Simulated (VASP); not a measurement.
A run of VASP 6.6.1:

INCAR

```
SYSTEM = Ru
  ALGO = Normal
  EDIFF = 1E-6
  ENCUT = 500
  GGA = PS
  GGA_COMPAT = .False.
  ISIF = 2
  ISMEAR = 0
  LASPH = .True.
  LCHARG = .False.
  LREAL = .False.
  LWAVE = .False.
  NBANDS = 13
  NELM = 120
  PREC = Accurate
  SIGMA = 0.1
```

The input KPOINTS:

```
k-points
0
Gamma
  20 20 20
  0 0 0
```

File POSCAR:

```
Ru
1.0
   -1.5092818654      1.5092818654      1.5092818654
    1.5092818654     -1.5092818654      1.5092818654
    1.5092818654      1.5092818654     -1.5092818654
Ru
1
Direct
    0.0000000000      0.0000000000      0.0000000000
```

Potentials or basis: VASP PAW PBE potentials, release 64 (Ru_pv).

Run with:

```bash
$ cat potpaw_PBE.64/Ru_pv/POTCAR > POTCAR
$ mpirun -np 1 vasp_std > vasp.out
```

Hardware: 1 thread of Intel(R) Xeon(R) Platinum 8259CL CPU @ 2.50GHz (Skylake/Cascade Lake), on a shared host.

**Question.** Estimate the wall time of this run.

**Answer.** Wall time 28 s on 1 thread of Intel(R) Xeon(R) Platinum 8259CL CPU @ 2.50GHz (Skylake/Cascade Lake), with other jobs on the host, peak memory 0.15 GiB. Counts: scf iterations 11, k points 256.
